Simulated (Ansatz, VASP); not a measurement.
## O: VASP beside Ansatz

```
O
1.0
     6.08760    0.00000    0.00000
     0.00000    6.08760    0.00000
     0.00000    0.00000    6.08760
O
12
Direct
  0.20870 0.37833 0.59343
  0.19642 0.27875 0.42015
  0.60062 0.67704 0.62654
  0.46533 0.79812 0.54269
  0.87098 0.87728 0.25881
  0.00589 0.80404 0.38703
  0.30797 0.65801 0.03654
  0.35974 0.85145 0.03160
  0.92828 0.04726 0.81738
  0.77942 0.14214 0.72316
  0.78069 0.42400 0.11066
  0.65431 0.32308 0.22893
```

Alike in both runs: functional PBE; k mesh 1 × 1 × 1; occupations fermi-dirac, width 0.05 eV; collinear spin.

Ansatz relaxed the structure, and its values are those at the end. VASP's run is a single point on that final structure, the one shown.

```csv
,VASP,Ansatz
version,VASP 6.6.1,Ansatz 0.2.0
potentials or method,"VASP PAW PBE potentials, release 64 (O_h), cutoff 910 eV","scalar-relativistic, plane waves, PAW"
valence electrons in the cell,72,72
```

VASP gave:

| Quantity | Value |
| --- | --- |
| rms of the force components (eV/Å) | 0.031 |
| net moment per atom (μB) | 1.00 |
| size of the moment on the site where the two differ most (μB) | 0.62 |

Which values does Ansatz return?

rms of the force components (eV/Å): 0.058; net moment per atom (μB): 1.00; size of the moment on the site where the two differ most (μB): 0.56.

Site moments also hang on the region over which each program counts them.

Noted on VASP's run: the cutoff is short for stress, so the pressure is rough.
